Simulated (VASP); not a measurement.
# O (R-3m) in VASP: notebook, part 3 of 3

VASP 6.6.1.

## (5) Electric field gradients, PBEsol

This run uses another cell than the first one, of 11.96 Å³/atom, 1.020 times its volume.

Contents of INCAR:

```
  ALGO = Normal
  EDIFF = 1E-8
  ENCUT = 520
  GGA = PS
  ISIF = 2
  ISMEAR = -1
  LASPH = T
  LCHARG = F
  LEFG = T
  LREAL = F
  LWAVE = F
  NBANDS = 13
  NELM = 100
  PREC = Accurate
  SIGMA = 0.02
```

Contents of KPOINTS:

```
k-points
0
Gamma
  10 10 10
```

Contents of POSCAR:

```
O
1.0
    1.4233490221      0.8217709410      3.4083000000
   -1.4233490221      0.8217709410      3.4083000000
    0.0000000000     -1.6435418821      3.4083000000
O
2
Direct
    0.0577000000      0.0577000000      0.0577000000
    0.9423000000      0.9423000000      0.9423000000
```

Potentials or basis: VASP PAW PBE potentials, release 64 (O).

Run with:

```sh
$ cat potpaw_PBE.64/O/POTCAR > POTCAR
$ mpirun -np 1 vasp_std > vasp.out
```

OUTCAR:

```text
EDIFF = 1E-8
   ENCUT = 520
   GGA = PS
   ISIF = 2
   ISMEAR = -1
   LASPH = T
   LREAL = F
   NELM = 100
   PREC = Accurate

 ion  position               nearest neighbor table
   1  0.058  0.058  0.058-   2 1.18
   2  0.942  0.942  0.942-   1 1.18

  LATTYP: Found a trigonal (rhomboedric) cell.
 ALAT       =     3.7838788046
 COS(alpha) =     0.7170052526

  Lattice vectors:

 A1 = (   1.4233490221,   0.8217709410,   3.4083000000)
 A2 = (  -1.4233490221,   0.8217709410,   3.4083000000)
 A3 = (   0.0000000000,  -1.6435418821,   3.4083000000)

Analysis of symmetry for initial positions (statically):
=====================================================================
 Subroutine PRICEL returns:
 Original cell was already a primitive cell.

 Routine SETGRP: Setting up the symmetry group for a
 trigonal (rhombohedral) supercell.

 Subroutine GETGRP returns: Found 12 space group operations
 (whereof 12 operations were pure point group operations)
 out of a pool of 12 trial point group operations.

[... 569 lines left out ...]
     1.423349022  0.821770941  3.408300000     0.351284184  0.202814018  0.097800467
    -1.423349022  0.821770941  3.408300000    -0.351284184  0.202814018  0.097800467
     0.000000000 -1.643541882  3.408300000     0.000000000 -0.405628037  0.097800467

 POSITION                                       TOTAL-FORCE (eV/Angst)
 -----------------------------------------------------------------------------------
      0.00000     -0.00000      0.58998         0.000000     -0.000000      3.935617
      0.00000     -0.00000      9.63492         0.000000      0.000000     -3.935617
 -----------------------------------------------------------------------------------
    total drift:                                0.000000     -0.000000      0.000000

  FREE ENERGIE OF THE ION-ELECTRON SYSTEM (eV)
  ---------------------------------------------------
  free  energy   TOTEN  =        -9.8340757593 eV

  energy  without entropy=       -9.8323236388  energy(sigma->0) =       -9.83319970

 Electric field gradients (V/A^2)
---------------------------------------------------------------------
 ion       V_xx      V_yy      V_zz      V_xy      V_xz      V_yz
---------------------------------------------------------------------
   1     -57.992   -57.992   115.984    -0.000     0.000     0.000
   2     -57.992   -57.992   115.984    -0.000    -0.000     0.000
---------------------------------------------------------------------

 Electric field gradients after diagonalization (V/A^2)
 (convention: |V_zz| > |V_xx| > |V_yy|)
----------------------------------------------------------------------
 ion       V_xx      V_yy      V_zz     asymmetry (V_yy - V_xx)/ V_zz
----------------------------------------------------------------------
   1     -57.992   -57.992   115.984       0.000
   2     -57.992   -57.992   115.984       0.000
----------------------------------------------------------------------

           NMR quadrupolar parameters

 Cq : quadrupolar parameter    Cq=e*Q*V_zz/h
 eta: asymmetry parameters     (V_yy - V_xx)/ V_zz
 Q  : nuclear electric quadrupole moment in mb (millibarn)
----------------------------------------------------------------------
 ion       Cq(MHz)       eta       Q (mb)
----------------------------------------------------------------------
   1       0.280       0.000       1.000
   2       0.280       0.000       1.000
----------------------------------------------------------------------
```

stdout:

```text
POSCAR found type information on POSCAR O
 POSCAR found :  1 types and       2 ions
 scaLAPACK will be used
 -----------------------------------------------------------------------------
|                                                                             |
|                                                                             |
|     You enforced a specific xc type in the INCAR file but a different       |
|     I HOPE YOU KNOW WHAT YOU ARE DOING!                                     |
|                                                                             |
 -----------------------------------------------------------------------------

 LDA part: xc-table for (Slater+PW92), standard interpolation
 POSCAR, INCAR and KPOINTS ok, starting setup
 FFT: planning ... GRIDC
 FFT: planning ... GRID_SOFT
 FFT: planning ... GRID
 WAVECAR not read
 entering main loop
ion   1

ion   2
```

Wall time 34 s (1 thread of AMD EPYC 9R14 (Zen 4), shared host); peak memory 0.12 GiB.

Results:

```yaml
Free_energy: -9.8341 eV
Pressure: 5.9 GPa
Largest_force: 3.936 eV/Å
Band_gap_on_the_k_mesh: zero (band 6 reaches 1.21 eV, above the bottom of band 7 at -0.11 eV)
```

Forces on the atoms (eV/Å):
```
O    0.000  0.000  3.936
O    0.000  0.000 -3.936
```

Stress tensor (GPa, compression positive):
```
-8.90  0.00  0.00
 0.00 -8.90  0.00
 0.00  0.00 35.50
```

Levels at points of the mesh, in eV from the Fermi level:
```
           k point  band 3  band 4  band 5  band 6  band 7  band 8  band 9  band 10
(0.00, 0.00, 0.00)   -9.19   -6.62   -6.62    0.56    0.56    8.07   11.65    14.75
(0.50, 0.00, 0.00)   -8.93   -7.90   -7.00   -0.75    0.07   10.49   12.44    13.13
(0.50, 0.50, 0.00)   -8.73   -7.27   -7.21   -1.37    0.61   10.03   11.52    15.09
(0.50, 0.50, 0.50)   -7.09   -6.72   -6.72    0.81    0.81    7.89    8.34    13.62
```

Electric field gradients, principal values (V/Å²):
```
atom    least   middle  greatest (by size)
 1 O  -57.992  -57.992             115.984
 2 O  -57.992  -57.992             115.984
```

Caveat: the standard files for N, O and F lose accuracy on very short bonds; spin is off for a triplet molecule; without QUAD_EFG the Cq values of the log hold for a quadrupole moment of 1 mb, not for the nuclei; the PAW data sets were made with another functional, which shifts forces and pressure a little.

## (6) Electric field gradients, PBEsol (volume scaled by 1.01)

Contents of INCAR:

```
PREC = Accurate
ENCUT = 520
EDIFF = 1E-8
ISMEAR = -1
SIGMA = 0.02
LREAL = F
LASPH = T
NELM = 60
ALGO = Normal
ISIF = 2
LWAVE = F
LCHARG = F
GGA = PS
LEFG = T
NBANDS = 13
```

Contents of KPOINTS:

```
Automatic mesh
0
Gamma
  10 10 10
```

Contents of POSCAR:

```
O
1.0
    1.4280777911      0.8245010971      3.4196233390
   -1.4280777911      0.8245010971      3.4196233390
    0.0000000000     -1.6490021942      3.4196233390
O
2
Direct
    0.0577000000      0.0577000000      0.0577000000
    0.9423000000      0.9423000000      0.9423000000
```

Potentials or basis: VASP PAW PBE potentials, release 64 (O).

Run with:

```sh
$ cat potpaw_PBE.64/O/POTCAR > POTCAR
$ mpirun -np 1 vasp_std > vasp.out
```

OUTCAR:

```text
PREC = Accurate
   ENCUT = 520
   EDIFF = 1E-8
   ISMEAR = -1
   LREAL = F
   LASPH = T
   NELM = 60
   ISIF = 2
   GGA = PS

 ion  position               nearest neighbor table
   1  0.058  0.058  0.058-   2 1.18
   2  0.942  0.942  0.942-   1 1.18

  LATTYP: Found a trigonal (rhomboedric) cell.
 ALAT       =     3.7964499229
 COS(alpha) =     0.7170052526

  Lattice vectors:

 A1 = (   1.4280777911,   0.8245010971,   3.4196233390)
 A2 = (  -1.4280777911,   0.8245010971,   3.4196233390)
 A3 = (   0.0000000000,  -1.6490021942,   3.4196233390)

Analysis of symmetry for initial positions (statically):
=====================================================================
 Subroutine PRICEL returns:
 Original cell was already a primitive cell.

 Routine SETGRP: Setting up the symmetry group for a
 trigonal (rhombohedral) supercell.

 Subroutine GETGRP returns: Found 12 space group operations
 (whereof 12 operations were pure point group operations)
[... 570 lines left out ...]
      direct lattice vectors                 reciprocal lattice vectors
     1.428077791  0.824501097  3.419623339     0.350120983  0.202142444  0.097476623
    -1.428077791  0.824501097  3.419623339    -0.350120983  0.202142444  0.097476623
     0.000000000 -1.649002194  3.419623339     0.000000000 -0.404284888  0.097476623

 POSITION                                       TOTAL-FORCE (eV/Angst)
 -----------------------------------------------------------------------------------
      0.00000      0.00000      0.59194         0.000000      0.000000      3.542993
      0.00000      0.00000      9.66693         0.000000      0.000000     -3.542993
 -----------------------------------------------------------------------------------
    total drift:                                0.000000     -0.000000      0.000000

  FREE ENERGIE OF THE ION-ELECTRON SYSTEM (eV)
  ---------------------------------------------------
  free  energy   TOTEN  =        -9.8427407224 eV

  energy  without entropy=       -9.8409437980  energy(sigma->0) =       -9.84184226

 Electric field gradients (V/A^2)
---------------------------------------------------------------------
 ion       V_xx      V_yy      V_zz      V_xy      V_xz      V_yz
---------------------------------------------------------------------
   1     -58.601   -58.601   117.201    -0.000     0.000    -0.000
   2     -58.601   -58.601   117.201    -0.000    -0.000    -0.000
---------------------------------------------------------------------

 Electric field gradients after diagonalization (V/A^2)
 (convention: |V_zz| > |V_xx| > |V_yy|)
----------------------------------------------------------------------
 ion       V_xx      V_yy      V_zz     asymmetry (V_yy - V_xx)/ V_zz
----------------------------------------------------------------------
   1     -58.601   -58.601   117.201       0.000
   2     -58.601   -58.601   117.201       0.000
----------------------------------------------------------------------

           NMR quadrupolar parameters

 Cq : quadrupolar parameter    Cq=e*Q*V_zz/h
 eta: asymmetry parameters     (V_yy - V_xx)/ V_zz
 Q  : nuclear electric quadrupole moment in mb (millibarn)
----------------------------------------------------------------------
 ion       Cq(MHz)       eta       Q (mb)
----------------------------------------------------------------------
   1       0.283       0.000       1.000
   2       0.283       0.000       1.000
----------------------------------------------------------------------
```

It took 29 s on 1 thread of AMD EPYC 9R14 (Zen 4), shared host; peak memory 0.13 GiB.

What came out:

```yaml
Free_energy: -9.8427 eV
Pressure: 4.7 GPa
Largest_force: 3.543 eV/Å
Band_gap_on_the_k_mesh: zero (band 6 reaches 1.10 eV, above the bottom of band 7 at -0.19 eV)
```

Forces in eV/Å, atoms in the order of the input:
```
O    0.000  0.000  3.543
O    0.000  0.000 -3.543
```

Electric field gradients, principal values (V/Å²):
| atom | least | middle | greatest (by size) |
| --- | --- | --- | --- |
| 1 O | -58.601 | -58.601 | 117.201 |
| 2 O | -58.601 | -58.601 | 117.201 |

Caveat: the cell differs from its parent crystal (volume scaled by 1.01); the standard files for N, O and F lose accuracy on very short bonds; spin is off for a triplet molecule; without QUAD_EFG the Cq values of the log hold for a quadrupole moment of 1 mb, not for the nuclei; the PAW data sets were made with another functional, which shifts forces and pressure a little.

## (7) Overview

| cell | gap on the mesh (eV) | pressure (GPa) | largest force (eV/Å) |
| --- | --- | --- | --- |
| a = 3.723 Å, angles 45.0°, 2 atoms | none | 13.2 | 6.58 |
| a = 3.753 Å, angles 44.6°, 2 atoms | none | 9.4 | 5.20 |
| a = 3.784 Å, angles 44.2°, 2 atoms | none | 5.9 | 3.94 |
| a = 3.796 Å, angles 44.2°, 2 atoms | none | 4.7 | 3.54 |

Alike in all rows: task electric field gradients; level PBEsol; potentials or basis VASP PAW PBE potentials, release 64 (O); no spin polarisation; k mesh 10 × 10 × 10; cutoff (eV) 520; smearing fermi-dirac 0.02 eV.

Caveats: the standard files for N, O and F lose accuracy on very short bonds; spin is off for a triplet molecule; the PAW data sets were made with another functional, which shifts forces and pressure a little.

Total energies depend on the potentials used, so only differences within one code and one set of settings carry meaning.
